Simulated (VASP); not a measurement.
# InSbH6 (Amm2) in VASP: single point with PBEsol

Aim: the single point of InSbH6 with PBEsol.

Everything below comes from runs of VASP 6.6.1. Logs are shortened: lines on timing, memory, paths and dates and some standing lists are left out, and cuts for length are marked.

**1. The cell of the first run**

It takes space group Amm2 (No. 38, orthorhombic). The conventional cell has a = 3.725 Å, b = 7.911 Å, c = 11.109 Å, α = 90.00°, β = 90.00°, γ = 90.00°. In (site symmetry mm2) has 4 H at 1.72 to 2.05 Å within 2.3 Å. Within 2.3 Å of Sb (site symmetry mm2) lie 4 H at 1.72 to 1.90 Å. Within 2.4 Å of H (site symmetry m) lie 1 Sb at 1.72 Å and 2 H at 2.39 Å. H (site symmetry mm2) has 2 In at 2.05 Å and 6 H at 2.70 to 2.84 Å within 2.9 Å. Within 2.3 Å of H (site symmetry m) lie 1 In at 1.72 Å. H (site symmetry mm2) has 2 Sb at 1.90 Å and 4 H at 2.39 Å within 2.5 Å.

**2. Single point, PBEsol**

INCAR reads:

```
PREC = Accurate
ENCUT = 500
EDIFF = 1E-6
ISMEAR = -1
SIGMA = 0.03
LREAL = False
LASPH = True
NELM = 120
ALGO = Normal
ISIF = 2
LWAVE = False
LCHARG = True
GGA = PS
LELF = True
LVHAR = True
NBANDS = 27
GGA_COMPAT = False
```

KPOINTS reads:

```
Automatic mesh
0
Gamma
  6 4 4
```

POSCAR reads:

```
InSbH6
1.0
    3.7253875686      0.0000000000      0.0000000000
    0.0000000000      3.9556243248      5.5543006556
    0.0000000000     -3.9556243248      5.5543006556
In Sb H
1 1 6
Direct
    0.5000000000      0.7012773415      0.7012773415
    0.0000000000      0.9843462824      0.9843462824
    0.0000000000      0.9248942330      0.2498942903
    0.0000000000      0.2498942903      0.9248942330
    0.0000000000      0.6239570040      0.6239570040
    0.5000000000      0.5406217370     -0.0441636394
    0.5000000000     -0.0441636394      0.5406217370
    0.5000000000      0.0191737513      0.0191737513
```

Potentials or basis: VASP PAW PBE potentials, release 64 (In_d, Sb_d_GW, H).

Launch:

```
> cat potpaw_PBE.64/In_d/POTCAR potpaw_PBE.64/Sb_d_GW/POTCAR potpaw_PBE.64/H/POTCAR > POTCAR
> mpirun -np 1 vasp_std > vasp.out
```

OUTCAR:

```text
PREC = Accurate
   ENCUT = 500
   EDIFF = 1E-6
   ISMEAR = -1
   LREAL = False
   LASPH = True
   NELM = 120
   ISIF = 2
   GGA = PS

 ion  position               nearest neighbor table
   1  0.500  0.701  0.701-   6 1.72   7 1.72   5 2.05   5 2.05   2 3.65   2 3.65
   2  0.000  0.984  0.984-   3 1.72   4 1.72   8 1.90   8 1.90   1 3.65   1 3.65
   3  0.000  0.925  0.250-   2 1.72
   4  0.000  0.250  0.925-   2 1.72
   5  0.000  0.624  0.624-   1 2.05   1 2.05
   6  0.500  0.541  0.956-   1 1.72
   7  0.500  0.956  0.541-   1 1.72
   8  0.500  0.019  0.019-   2 1.90   2 1.90

  LATTYP: Found a base centered orthorhombic cell.
 ALAT       =     7.9112486496
 B/A-ratio  =     1.4041527202
 C/A-ratio  =     0.4708975452

  Lattice vectors:

 A1 = (   0.0000000000,   3.9556243248,  -5.5543006556)
 A2 = (   0.0000000000,   3.9556243248,   5.5543006556)
 A3 = (   3.7253875686,   0.0000000000,   0.0000000000)

Analysis of symmetry for initial positions (statically):
=====================================================================
 Subroutine PRICEL returns:
 Original cell was already a primitive cell.

 Routine SETGRP: Setting up the symmetry group for a
 base centered orthorhombic supercell.

 Subroutine GETGRP returns: Found  4 space group operations
 (whereof  4 operations were pure point group operations)
 out of a pool of  8 trial point group operations.

The static configuration has the point symmetry C_2v.

Analysis of symmetry for dynamics (positions and initial velocities):
=====================================================================
 Subroutine PRICEL returns:
 Original cell was already a primitive cell.

 Routine SETGRP: Setting up the symmetry group for a
 base centered orthorhombic supercell.

 Subroutine GETGRP returns: Found  4 space group operations
 (whereof  4 operations were pure point group operations)
 out of a pool of  8 trial point group operations.

The dynamic configuration has the point symmetry C_2v.

 Subroutine INISYM returns: Found  4 space group operations
 (whereof  4 operations are pure point group operations),
 and found     1 'primitive' translations

----------------------------------------------------------------------------------------

                                     Primitive cell

  volume of cell :     163.6989

  direct lattice vectors                    reciprocal lattice vectors
     3.725387569  0.000000000  0.000000000     0.268428447  0.000000000  0.000000000
     0.000000000  3.955624325  5.554300656     0.000000000  0.126402297  0.090020334
     0.000000000 -3.955624325  5.554300656     0.000000000 -0.126402297  0.090020334

  length of vectors
     3.725387569  6.818886975  6.818886975     0.268428447  0.155181188  0.155181188

  position of ions in fractional coordinates (direct lattice)
     0.500000000  0.701277342  0.701277342
     0.000000000  0.984346282  0.984346282
     0.000000000  0.924894233  0.249894290
     0.000000000  0.249894290  0.924894233
     0.000000000  0.623957004  0.623957004
     0.500000000  0.540621737  0.955836361
     0.500000000  0.955836361  0.540621737
     0.500000000  0.019173751  0.019173751

  ion indices of the primitive-cell ions
   primitive index   ion index
                 1           1
                 2           2
                 3           3
                 4           4
                 5           5
                 6           6
                 7           7
                 8           8

----------------------------------------------------------------------------------------

 KPOINTS: Automatic mesh

Automatic generation of k-mesh.
 Grid dimensions read from file:
 generate k-points for:    6    4    4

 Generating k-lattice:

  Cartesian coordinates                     Fractional coordinates (reciprocal lattice)
     0.044738075  0.000000000  0.000000000     0.166666667  0.000000000  0.000000000
     0.000000000  0.031600574  0.022505083     0.000000000  0.250000000  0.000000000
     0.000000000 -0.031600574  0.022505083     0.000000000  0.000000000  0.250000000

  Length of vectors
     0.044738075  0.038795297  0.038795297

  Shift w.r.t. Gamma in fractional coordinates (k-lattice)
     0.000000000  0.000000000  0.000000000

 Subroutine IBZKPT returns following result:
 ===========================================

 Found     28 irreducible k-points:

 Following reciprocal coordinates:
            Coordinates               Weight
  0.000000  0.000000  0.000000      1.000000
  0.166667  0.000000  0.000000      2.000000
  0.333333  0.000000  0.000000      2.000000
  0.500000  0.000000  0.000000      1.000000
  0.000000  0.250000 -0.000000      4.000000
  0.166667  0.250000 -0.000000      8.000000
[... 16 lines left out ...]
  0.333333 -0.250000  0.250000      4.000000
  0.500000 -0.250000  0.250000      2.000000
 [... further k-points ...]
   k-points           NKPTS =     28   k-points in BZ     NKDIM =     28   number of bands    NBANDS=     27
   number of dos      NEDOS =    301   number of ions     NIONS =      8
   total plane-waves  NPLWV =  70000
   dimension x,y,z NGX =    28 NGY =   50 NGZ =   50
   dimension x,y,z NGXF=    56 NGYF=  100 NGZF=  100
   ions per type =               1   1   6
   NGX,Y,Z   is equivalent  to a cutoff of  12.50, 12.19, 12.19 a.u.
   NGXF,Y,Z  is equivalent  to a cutoff of  24.99, 24.38, 24.38 a.u.
 SYSTEM =  unknown system
   PREC   = accura    normal or accurate (medium, high low for compatibility)
   ISTART =      0    job   : 0-new  1-cont  2-samecut
   ICHARG =      2    charge: 1-file 2-atom 10-const
   ISPIN  =      1    spin polarized calculation?
   LNONCOLLINEAR =      F non collinear calculations
   LSORBIT =      F    spin-orbit coupling
   LASPH  =      T    aspherical Exc in radial PAW
   ENCUT  =  500.0 eV  36.75 Ry    6.06 a.u.   6.79 12.43 12.43*2*pi/ulx,y,z
   NELM   =    120;   NELMIN=  2; NELMDL= -5     # of ELM steps
   EDIFF  = 0.1E-05   stopping-criterion for ELM
   LREAL  =      F    real-space projection
[... 7 lines left out ...]
   TEBEG  =    0.0;   TEEND  =   0.0 temperature during run
   PSTRESS=    0.0 pullay stress
   NELECT =      34.0000    total number of electrons
   NUPDOWN=      -1.0000    fix difference up-down
   EMIN   =  10.00;   EMAX   =-10.00  energy-range for DOS
   EFERMI =   0.00;   METHOD = LEGACY
   ISMEAR =    -1;   SIGMA  =   0.03  broadening in eV -4-tet -1-fermi 0-gaus
   EFERMI_NEDOS =   21; number of points for ismear=-14 and -15
   IALGO  =     38    algorithm
   IMIX   =      4    mixing-type and parameters
     AMIX     =   0.40;   BMIX     =  1.00
     AMIX_MAG =   1.60;   BMIX_MAG =  1.00
  volume/ion in A,a.u.               =      20.46       138.09
  Fermi-wavevector in a.u.,A,eV,Ry     =   0.969510  1.832109 12.788804  0.939951
  Thomas-Fermi vector in A             =   2.099569
   LORBIT       =      0    0 simple, 1 ext, 2 COOP (PROOUT), +10 PAW based schemes
   GGA     = PS    functional components
   LHFCALC =     F    Hartree Fock is set to
   AEXX    =    0.0000 exact exchange contribution
   IVDW    =     0    specifies the selected vdW correction
   LEPSILON=     F    determine dielectric tensor
   LRPA    =     F    only Hartree local field effects (RPA)
 non-spin polarized calculation
  energy-cutoff  :      500.00
  volume of cell :      163.70
 maximum number of plane-waves:      4186
 NGX is ok and might be reduce to    28
   NGX = 13   NGY = 25   NGZ = 25

 number of electron      33.9999997 magnetization

 Free energy of the ion-electron system (eV)
  ---------------------------------------------------
  ext. energy  EPLUGINS =         0.00000000
  ---------------------------------------------------
  free energy    TOTEN  =       -24.11094216 eV

  energy without entropy =      -24.11094215  energy(sigma->0) =      -24.11094216

 E-fermi :   0.2438     XC(G=0):  -6.3656

 val. band max:       -0.3384893200   @ k =   0.0000   0.5000   0.5000
 cond. band min:       0.8591451845   @ k =   0.5000   0.5000   0.5000
 fundamental gap:      1.1976345044
 Fermi energy:         0.2437717710

 k-point     1 :       0.0000    0.0000    0.0000
  band No.  band energies     occupation
      1     -29.2210      2.00000
      2     -29.1467      2.00000
      3     -29.0774      2.00000
      4     -29.0772      2.00000
      5     -29.0046      2.00000
      6     -14.8040      2.00000
[... 19 lines left out ...]
     26       6.6158      0.00000
     27       8.6382      0.00000

 k-point     2 :       0.1667    0.0000    0.0000
  band No.  band energies     occupation
      1     -29.2104      2.00000
      2     -29.1485      2.00000
      3     -29.0795      2.00000
      4     -29.0772      2.00000
      5     -29.0039      2.00000
      6     -14.7778      2.00000
[... 19 lines left out ...]
     26       7.4304      0.00000
     27       7.6410      0.00000

 k-point     3 :       0.3333    0.0000    0.0000
  band No.  band energies     occupation
      1     -29.1893      2.00000
      2     -29.1519      2.00000
      3     -29.0840      2.00000
      4     -29.0769      2.00000
      5     -29.0024      2.00000
      6     -14.7529      2.00000
[... 19 lines left out ...]
     26       7.3910      0.00000
     27       7.8291      0.00000

 k-point     4 :       0.5000    0.0000    0.0000
  band No.  band energies     occupation
      1     -29.1787      2.00000
      2     -29.1537      2.00000
      3     -29.0863      2.00000
      4     -29.0768      2.00000
      5     -29.0015      2.00000
      6     -14.7462      2.00000
[... 19 lines left out ...]
     26       7.4583      0.00000
     27       8.0463      0.00000

 k-point     5 :       0.0000    0.2500   -0.0000
  band No.  band energies     occupation
      1     -29.2210      2.00000
      2     -29.1467      2.00000
      3     -29.0774      2.00000
      4     -29.0772      2.00000
      5     -29.0046      2.00000
      6     -14.8040      2.00000
[... 19 lines left out ...]
     26       7.4110      0.00000
     27       8.3896      0.00000

 k-point     6 :       0.1667    0.2500   -0.0000
  band No.  band energies     occupation
      1     -29.2104      2.00000
      2     -29.1485      2.00000
      3     -29.0795      2.00000
      4     -29.0772      2.00000
      5     -29.0039      2.00000
      6     -14.7778      2.00000
[... 444 lines left out ...]
      1     -29.2210      2.00000
      2     -29.1467      2.00000
      3     -29.0774      2.00000
      4     -29.0772      2.00000
      5     -29.0046      2.00000
      6     -14.8040      2.00000
[... 19 lines left out ...]
     26       7.8973      0.00000
     27       8.4224      0.00000

 k-point    22 :       0.1667   -0.2500    0.2500
  band No.  band energies     occupation
      1     -29.2104      2.00000
      2     -29.1485      2.00000
      3     -29.0795      2.00000
      4     -29.0772      2.00000
      5     -29.0039      2.00000
      6     -14.7778      2.00000
[... 19 lines left out ...]
     26       7.3602      0.00000
     27       7.7053      0.00000

 k-point    23 :       0.3333   -0.2500    0.2500
  band No.  band energies     occupation
      1     -29.1893      2.00000
      2     -29.1519      2.00000
      3     -29.0840      2.00000
      4     -29.0769      2.00000
      5     -29.0024      2.00000
      6     -14.7530      2.00000
[... 19 lines left out ...]
     26       7.1686      0.00000
     27       7.6769      0.00000

 k-point    24 :       0.5000   -0.2500    0.2500
  band No.  band energies     occupation
      1     -29.1787      2.00000
      2     -29.1537      2.00000
      3     -29.0863      2.00000
      4     -29.0768      2.00000
      5     -29.0015      2.00000
      6     -14.7462      2.00000
[... 19 lines left out ...]
     26       6.5016      0.00000
     27       7.1904      0.00000

 [... further k-points ...]

------------------------ aborting loop because EDIFF is reached ----------------------------------------

  FORCE on cell =-STRESS in cart. coord.  units (eV):
  Direction    XX          YY          ZZ          XY          YZ          ZX
  --------------------------------------------------------------------------------------
  -------------------------------------------------------------------------------------
  Total       -0.0896546     -0.0827880     -0.1214261      0.0000000      0.0000000      0.0000000
  in kB       -0.8774799     -0.8102741     -1.1884385      0.0000000      0.0000000      0.0000000
  external PRESSURE =      -0.9587309 kB  Pullay stress =       0.0000000 kB

 VOLUME and BASIS-vectors are now :
 -----------------------------------------------------------------------------
  energy-cutoff  :      500.00
  volume of cell :      163.70
      direct lattice vectors                 reciprocal lattice vectors
     3.725387569  0.000000000  0.000000000     0.268428447  0.000000000  0.000000000
     0.000000000  3.955624325  5.554300656     0.000000000  0.126402297  0.090020334
     0.000000000 -3.955624325  5.554300656     0.000000000 -0.126402297  0.090020334

 POSITION                                       TOTAL-FORCE (eV/Angst)
 -----------------------------------------------------------------------------------
      1.86269      0.00000      7.79021         0.000000     -0.000000      0.020959
      0.00000      0.00000     10.93471         0.000000     -0.000000     -0.008101
      0.00000      2.67005      6.52513         0.000000     -0.004994      0.003890
      0.00000     -2.67005      6.52513         0.000000      0.004994      0.003890
      0.00000      0.00000      6.93129         0.000000     -0.000000     -0.005998
      1.86269     -1.64243      8.31178         0.000000      0.010358     -0.007619
      1.86269      1.64243      8.31178         0.000000     -0.010358     -0.007619
      1.86269      0.00000      0.21299         0.000000     -0.000000      0.000598
 -----------------------------------------------------------------------------------
    total drift:                                0.000000      0.000000     -0.000993

  FREE ENERGIE OF THE ION-ELECTRON SYSTEM (eV)
  ---------------------------------------------------
  free  energy   TOTEN  =       -24.1109421551 eV

  energy  without entropy=      -24.1109421549  energy(sigma->0) =      -24.11094216
```

Wall time 70 s (1 thread of Intel Xeon 6975P-C (Granite Rapids), shared host); peak memory 0.34 GiB.

What came out:

- Free energy: -24.1109 eV
- Pressure: -0.1 GPa
- Largest force: 0.021 eV/Å
- Band gap on the k mesh: 1.20 eV (least direct gap 1.27 eV)

Forces on the atoms (eV/Å):
```
In   0.000  0.000  0.021
Sb   0.000  0.000 -0.008
H    0.000 -0.005  0.004
H    0.000  0.005  0.004
H    0.000  0.000 -0.006
H    0.000  0.010 -0.008
H    0.000 -0.010 -0.008
H    0.000  0.000  0.001
```

Caveat: the PAW data sets were made with another functional, which shifts forces and pressure a little; spin-orbit coupling is left out, which moves the levels of the heavy elements. A k mesh can miss the band edges.
